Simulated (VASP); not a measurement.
# ZrSi7 (P-6m2) in VASP: relaxation of cell and atoms with PBE

Aim: the relaxation of cell and atoms of ZrSi7 with PBE.

Program: VASP 6.6.1. These are calculated values, not measurements. Logs are shortened: lines on timing, memory, paths and dates and some standing lists are left out, and cuts for length are marked.

## (1) The cell of the first run

Symmetry: P-6m2, No. 187, hexagonal system. The conventional cell has a = 5.307 Å, b = 5.307 Å, c = 5.208 Å, α = 90.00°, β = 90.00°, γ = 120.00°. Zr (site symmetry -6m2) has 12 Si at 2.65 to 3.00 Å within 3.5 Å. Within 3.4 Å of Si (site symmetry mm2) lie 10 Si at 2.60 to 3.04 Å and 2 Zr at 2.65 Å. Within 3.4 Å of Si (site symmetry mm2) lie 10 Si at 2.59 to 3.04 Å and 2 Zr at 3.00 Å. Within 3.5 Å of Si (site symmetry -6m2) lie 12 Si at 2.65 to 3.00 Å.

The cell was built from a structure type or drawn by symmetry, and may not be a known phase.

## (2) Relaxation of cell and atoms, PBE

File INCAR:

```
SYSTEM = ZrSi7
PREC = Accurate ; ENCUT = 600
EDIFF = 1E-7 ; ISMEAR = 0
SIGMA = 0.1 ; LREAL = .FALSE.
LASPH = .TRUE. ; NELM = 80
ALGO = Normal ; ISIF = 3
LWAVE = .FALSE. ; LCHARG = .FALSE.
GGA = PE ; IBRION = 2
NSW = 100 ; EDIFFG = -0.01
```

File KPOINTS:

```
Automatic mesh
0
G
  6 6 6
  0 0 0
```

File POSCAR:

```
ZrSi7
1.0
    5.3069181971      0.0000000000      0.0000000000
   -2.6534590986      4.5959259745      0.0000000000
    0.0000000000      0.0000000000      5.2078930173
Zr Si
1 7
Direct
    0.0000000000      0.0000000000      0.0000000000
    0.4964971416      0.9929942832      0.0000000000
    0.4964971416      0.5035028584      0.0000000000
    0.0070057168      0.5035028584      0.0000000000
    0.3250487661      0.1625243831      0.5000000000
    0.8374756169      0.1625243831      0.5000000000
    0.8374756169      0.6749512339      0.5000000000
    0.3333333333      0.6666666667      0.5000000000
```

Potentials or basis: VASP PAW PBE potentials, release 64 (Zr_sv, Si).

Run with:

```
$ cat potpaw_PBE.64/Zr_sv/POTCAR potpaw_PBE.64/Si/POTCAR > POTCAR
$ mpirun -np 1 vasp_std > vasp.out
```

OUTCAR:

```text
SYSTEM = ZrSi7
   PREC = Accurate
   ENCUT = 600
   EDIFF = 1E-7
   ISMEAR = 0
   LREAL = .FALSE.
   LASPH = .TRUE.
   NELM = 80
   ISIF = 3
   GGA = PE
   IBRION = 2
   NSW = 100
   EDIFFG = -0.01

 ion  position               nearest neighbor table
   1  0.000  0.000  0.000-   3 2.65   3 2.65   2 2.65   2 2.65   4 2.65   4 2.65   5 3.00   5 3.00
                             7 3.00   7 3.00   6 3.00   6 3.00
   2  0.496  0.993  0.000-   4 2.60   3 2.60   1 2.65   1 2.65   4 2.71   3 2.71   8 3.00   8 3.00
                             6 3.04   6 3.04   5 3.04   5 3.04
   3  0.496  0.504  0.000-   4 2.60   2 2.60   1 2.65   1 2.65   4 2.71   2 2.71   8 3.00   8 3.00
                             7 3.04   7 3.04   5 3.04   5 3.04
   4  0.007  0.504  0.000-   2 2.60   3 2.60   1 2.65   1 2.65   2 2.71   3 2.71   8 3.00   8 3.00
                             6 3.04   6 3.04   7 3.04   7 3.04
   5  0.325  0.163  0.500-   7 2.59   6 2.59   8 2.65   8 2.65   7 2.72   6 2.72   1 3.00   1 3.00
                             3 3.04   3 3.04   2 3.04   2 3.04
   6  0.837  0.163  0.500-   5 2.59   7 2.59   8 2.65   8 2.65   5 2.72   7 2.72   1 3.00   1 3.00
                             2 3.04   2 3.04   4 3.04   4 3.04
   7  0.837  0.675  0.500-   5 2.59   6 2.59   8 2.65   8 2.65   5 2.72   6 2.72   1 3.00   1 3.00
                             3 3.04   3 3.04   4 3.04   4 3.04
   8  0.333  0.667  0.500-   6 2.65   6 2.65   7 2.65   7 2.65   5 2.65   5 2.65   4 3.00   4 3.00
                             2 3.00   2 3.00   3 3.00   3 3.00

  LATTYP: Found a hexagonal cell.
 ALAT       =     5.3069181971
 C/A-ratio  =     0.9813403606

  Lattice vectors:

 A1 = (   5.3069181971,   0.0000000000,   0.0000000000)
 A2 = (  -2.6534590986,   4.5959259745,   0.0000000000)
 A3 = (   0.0000000000,   0.0000000000,   5.2078930173)

Analysis of symmetry for initial positions (statically):
=====================================================================
 Subroutine PRICEL returns:
 Original cell was already a primitive cell.

 Routine SETGRP: Setting up the symmetry group for a
 hexagonal supercell.

 Subroutine GETGRP returns: Found 12 space group operations
 (whereof 12 operations were pure point group operations)
 out of a pool of 24 trial point group operations.

The static configuration has the point symmetry D_3h.

Analysis of symmetry for dynamics (positions and initial velocities):
=====================================================================
 Subroutine PRICEL returns:
 Original cell was already a primitive cell.

 Routine SETGRP: Setting up the symmetry group for a
 hexagonal supercell.

 Subroutine GETGRP returns: Found 12 space group operations
 (whereof 12 operations were pure point group operations)
 out of a pool of 24 trial point group operations.

The dynamic configuration has the point symmetry D_3h.

 Subroutine INISYM returns: Found 12 space group operations
 (whereof 12 operations are pure point group operations),
 and found     1 'primitive' translations

----------------------------------------------------------------------------------------

                                     Primitive cell

  volume of cell :     127.0216

  direct lattice vectors                    reciprocal lattice vectors
     5.306918197  0.000000000  0.000000000     0.188433280  0.108792005  0.000000000
    -2.653459099  4.595925975  0.000000000     0.000000000  0.217584009  0.000000000
     0.000000000  0.000000000  5.207893017     0.000000000  0.000000000  0.192016233

  length of vectors
     5.306918197  5.306918197  5.207893017     0.217584009  0.217584009  0.192016233

  position of ions in fractional coordinates (direct lattice)
     0.000000000  0.000000000  0.000000000
     0.496497142  0.992994283  0.000000000
     0.496497142  0.503502858  0.000000000
     0.007005717  0.503502858  0.000000000
     0.325048766  0.162524383  0.500000000
     0.837475617  0.162524383  0.500000000
     0.837475617  0.674951234  0.500000000
     0.333333333  0.666666667  0.500000000

  ion indices of the primitive-cell ions
   primitive index   ion index
                 1           1
                 2           2
                 3           3
                 4           4
                 5           5
                 6           6
                 7           7
                 8           8

----------------------------------------------------------------------------------------

 KPOINTS: Automatic mesh

Automatic generation of k-mesh.
 Grid dimensions read from file:
 generate k-points for:    6    6    6

 Generating k-lattice:

  Cartesian coordinates                     Fractional coordinates (reciprocal lattice)
     0.031405547  0.018132001  0.000000000     0.166666667  0.000000000  0.000000000
     0.000000000  0.036264002  0.000000000     0.000000000  0.166666667  0.000000000
     0.000000000  0.000000000  0.032002706     0.000000000  0.000000000  0.166666667

  Length of vectors
     0.036264002  0.036264002  0.032002706

  Shift w.r.t. Gamma in fractional coordinates (k-lattice)
     0.000000000  0.000000000  0.000000000

 Subroutine IBZKPT returns following result:
 ===========================================

 Found     28 irreducible k-points:

 Following reciprocal coordinates:
            Coordinates               Weight
  0.000000  0.000000  0.000000      1.000000
  0.166667  0.000000  0.000000      6.000000
  0.333333  0.000000  0.000000      6.000000
  0.500000  0.000000  0.000000      3.000000
  0.166667  0.166667  0.000000      6.000000
  0.333333  0.166667  0.000000     12.000000
[... 16 lines left out ...]
  0.166667  0.000000  0.500000      6.000000
  0.333333  0.000000  0.500000      6.000000
 [... further k-points ...]
   k-points           NKPTS =     28   k-points in BZ     NKDIM =     28   number of bands    NBANDS=     25
   number of dos      NEDOS =    301   number of ions     NIONS =      8
   total plane-waves  NPLWV =  74088
   dimension x,y,z NGX =    42 NGY =   42 NGZ =   42
   dimension x,y,z NGXF=    84 NGYF=   84 NGZF=   84
   ions per type =               1   7
   NGX,Y,Z   is equivalent  to a cutoff of  13.16, 13.16, 13.41 a.u.
   NGXF,Y,Z  is equivalent  to a cutoff of  26.31, 26.31, 26.81 a.u.
 SYSTEM =  ZrSi7
   PREC   = accura    normal or accurate (medium, high low for compatibility)
   ISTART =      0    job   : 0-new  1-cont  2-samecut
   ICHARG =      2    charge: 1-file 2-atom 10-const
   ISPIN  =      1    spin polarized calculation?
   LNONCOLLINEAR =      F non collinear calculations
   LSORBIT =      F    spin-orbit coupling
   LASPH  =      T    aspherical Exc in radial PAW
   ENCUT  =  600.0 eV  44.10 Ry    6.64 a.u.  10.60 10.60 10.40*2*pi/ulx,y,z
   NELM   =     80;   NELMIN=  2; NELMDL= -5     # of ELM steps
   EDIFF  = 0.1E-06   stopping-criterion for ELM
   LREAL  =      F    real-space projection
   EDIFFG = -.1E-01   stopping-criterion for IOM
   NSW    =    100    number of steps for IOM
   IBRION =      2    ionic relax: 0-MD 1-quasi-New 2-CG
   NFREE  =      1    steps in history (QN), initial steepest desc. (CG)
   ISIF   =      3    stress and relaxation
   ISYM   =      2    0-nonsym 1-usesym 2-fastsym
   POTIM  = 0.5000    time-step for ionic-motion
   TEBEG  =    0.0;   TEEND  =   0.0 temperature during run
   PSTRESS=    0.0 pullay stress
   NELECT =      40.0000    total number of electrons
   NUPDOWN=      -1.0000    fix difference up-down
   EMIN   =  10.00;   EMAX   =-10.00  energy-range for DOS
   EFERMI =   0.00;   METHOD = LEGACY
   ISMEAR =     0;   SIGMA  =   0.10  broadening in eV -4-tet -1-fermi 0-gaus
   EFERMI_NEDOS =   21; number of points for ismear=-14 and -15
   IALGO  =     38    algorithm
   IMIX   =      4    mixing-type and parameters
     AMIX     =   0.40;   BMIX     =  1.00
     AMIX_MAG =   1.60;   BMIX_MAG =  1.00
  volume/ion in A,a.u.               =      15.88       107.15
  Fermi-wavevector in a.u.,A,eV,Ry     =   1.113787  2.104753 16.878334  1.240523
  Thomas-Fermi vector in A             =   2.250376
   LORBIT       =      0    0 simple, 1 ext, 2 COOP (PROOUT), +10 PAW based schemes
   GGA     = PE    functional components
   LHFCALC =     F    Hartree Fock is set to
   AEXX    =    0.0000 exact exchange contribution
   IVDW    =     0    specifies the selected vdW correction
   LEPSILON=     F    determine dielectric tensor
   LRPA    =     F    only Hartree local field effects (RPA)
 conjugate gradient relaxation of ions
 non-spin polarized calculation
 Gauss-broadening in eV      SIGMA  =   0.10
  energy-cutoff  :      600.00
  volume of cell :      127.02
 maximum number of plane-waves:      4256
   NGX = 21   NGY = 21   NGZ = 21

--------------------------------------- Ionic step        1  -------------------------------------------

 number of electron      40.0000001 magnetization

 Free energy of the ion-electron system (eV)
  ---------------------------------------------------
  ext. energy  EPLUGINS =         0.00000000
  ---------------------------------------------------
  free energy    TOTEN  =       -44.76264074 eV

  energy without entropy =      -44.74873443  energy(sigma->0) =      -44.75568759

------------------------ aborting loop because EDIFF is reached ----------------------------------------

  FORCE on cell =-STRESS in cart. coord.  units (eV):
  Direction    XX          YY          ZZ          XY          YZ          ZX
  --------------------------------------------------------------------------------------
  -------------------------------------------------------------------------------------
  Total        1.7731299      1.7731299     -3.8718160     -0.0000000      0.0000000      0.0000000
  in kB       22.3652453     22.3652453    -48.8368700     -0.0000000      0.0000000      0.0000000
  external PRESSURE =      -1.3687932 kB  Pullay stress =       0.0000000 kB
[... 107 lines left out ...]
  FREE ENERGIE OF THE ION-ELECTRON SYSTEM (eV)
  ---------------------------------------------------
  free  energy   TOTEN  =       -44.8708632490 eV

  energy  without entropy=      -44.8596462705  energy(sigma->0) =      -44.86525476

 E-fermi :  10.0454     XC(G=0): -11.1793

 val. band max:       10.0333679715   @ k =   0.3333   0.3333   0.5000
 cond. band min:      10.0843860934   @ k =   0.3333   0.3333   0.5000
 fundamental gap:      0.0510181219
 Fermi energy:        10.0454318895

 k-point     1 :       0.0000    0.0000    0.0000
  band No.  band energies     occupation
      1     -38.6759      2.00000
      2     -16.8947      2.00000
      3     -16.8947      2.00000
      4     -16.7939      2.00000
      5      -3.5419      2.00000
      6       0.7521      2.00000
[... 661 lines left out ...]
     24      11.6818      0.00000
     25      12.0099      0.00000

 [... further k-points ...]

[... ionic steps 4 to 9 ...]

--------------------------------------- Ionic step       10  -------------------------------------------

 number of electron      40.0000002 magnetization

------------------------ aborting loop because EDIFF is reached ----------------------------------------
[... 79 lines left out ...]
--------------------------------------- Ionic step       12  -------------------------------------------

 number of electron      40.0000002 magnetization

 Free energy of the ion-electron system (eV)
  ---------------------------------------------------
  ext. energy  EPLUGINS =         0.00000000
  ---------------------------------------------------
  free energy    TOTEN  =       -44.92266318 eV

  energy without entropy =      -44.90992327  energy(sigma->0) =      -44.91629323

 E-fermi :   9.8820     XC(G=0): -11.1352

 val. band max:        9.8696476450   @ k =   0.5000   0.0000   0.3333
 cond. band min:       9.9342393978   @ k =   0.3333   0.3333   0.5000
 fundamental gap:      0.0645917528
 Fermi energy:         9.8819785627

 k-point     1 :       0.0000    0.0000    0.0000
  band No.  band energies     occupation
      1     -38.8423      2.00000
      2     -17.0461      2.00000
      3     -17.0461      2.00000
      4     -16.9493      2.00000
      5      -3.6230      2.00000
      6       0.6230      2.00000
[... 698 lines left out ...]
  FREE ENERGIE OF THE ION-ELECTRON SYSTEM (eV)
  ---------------------------------------------------
  free  energy   TOTEN  =       -44.9226631803 eV

  energy  without entropy=      -44.9099232714  energy(sigma->0) =      -44.91629323

 reached required accuracy - stopping structural energy minimisation
```

Run time: 14 min. Hardware: 1 thread of Intel Xeon Platinum 8488C (Sapphire Rapids), shared host; peak memory 0.33 GiB.

Results:

* Free energy: -44.9227 eV
* Relaxed volume: 15.66 Å³/atom
* Relaxed cell: a = 5.403 Å, b = 5.403 Å, c = 4.955 Å, α = 90.00°, β = 90.00°, γ = 120.00°
* Space group after relaxing (to 0.1 Å): P-6m2 (No. 187)
* Energy gained by relaxing: 20.0 meV/atom
* Ionic steps: 12
* Pressure after relaxing: 0.0 GPa
* Largest force after relaxing: 0.007 eV/Å
* Band gap on the k mesh: zero (bands 20 and 21 overlap by 2.38 eV)

Forces on the atoms (eV/Å):
```
Zr   0.000  0.000  0.000
Si   0.000 -0.007  0.000
Si  -0.006  0.003  0.000
Si   0.006  0.003  0.000
Si   0.005  0.003  0.000
Si  -0.005  0.003  0.000
Si   0.000 -0.005  0.000
Si   0.000  0.000  0.000
```

The path:
```csv
step,energy change (eV),largest force (eV/Å),pressure (GPa),volume (Å³)
1,0.0000,0.2512,-0.14,127.02
2,-0.0941,0.2397,-0.98,126.72
3,-0.1082,0.2673,-1.26,126.53
4,-0.1299,0.2071,0.69,123.99
5,-0.1302,0.1988,0.95,123.67
6,-0.1476,0.1442,0.73,124.02
7,-0.1570,0.0632,0.58,124.47
8,-0.1578,0.0667,-0.64,125.94
9,-0.1591,0.0476,-0.11,125.29
10,-0.1598,0.0292,-0.02,125.21
11,-0.1600,0.0145,0.05,125.14
12,-0.1600,0.0066,-0.01,125.25
```

Final structure:
```
CELL_PARAMETERS angstrom
5.40255 0.00000 0.00000
-2.70127 4.67875 0.00000
0.00000 0.00000 4.95503
ATOMIC_POSITIONS crystal
Zr 0.00000 0.00000 0.00000
Si 0.48735 0.97470 0.00000
Si 0.48735 0.51265 0.00000
Si 0.02530 0.51265 0.00000
Si 0.33839 0.16920 0.50000
Si 0.83080 0.16920 0.50000
Si 0.83080 0.66161 0.50000
Si 0.33333 0.66667 0.50000
```
